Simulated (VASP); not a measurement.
Crystal: ZnS.

```
Zn S
1.0
     0.00000    2.65072    2.69410
     2.69410    0.00000    2.69410
     2.69410    2.65072    0.00000
Zn S
1 1
Direct
  0.25000 0.25000 0.25000
  0.00000 0.00000 0.00000
```

This cell differs from its parent crystal: uniaxial y strain -1.6%.

Base run:

* Program: VASP 6.6.1
* Functional: PBE
* Potentials or basis: VASP PAW PBE potentials, release 64 (Zn, S)
* Cutoff: 520 eV
* k mesh: 8 × 8 × 8
* Occupations: fermi-dirac, width 0.02 eV
* Spin: no spin polarisation

Its results: band gap on the k mesh 2.19 eV, direct; pressure 3.8 GPa.

Problem. The run is repeated on the same cell with these changes: functional from PBE to r2SCAN; occupations from fermi-dirac, width 0.02 eV to gaussian, width 0.01 eV. What comes out?

Solution. Band gap on the k mesh 2.75 eV, direct; pressure 1.4 GPa.

Caveats: the PAW data sets were made with another functional, which shifts forces and pressure a little (some runs).

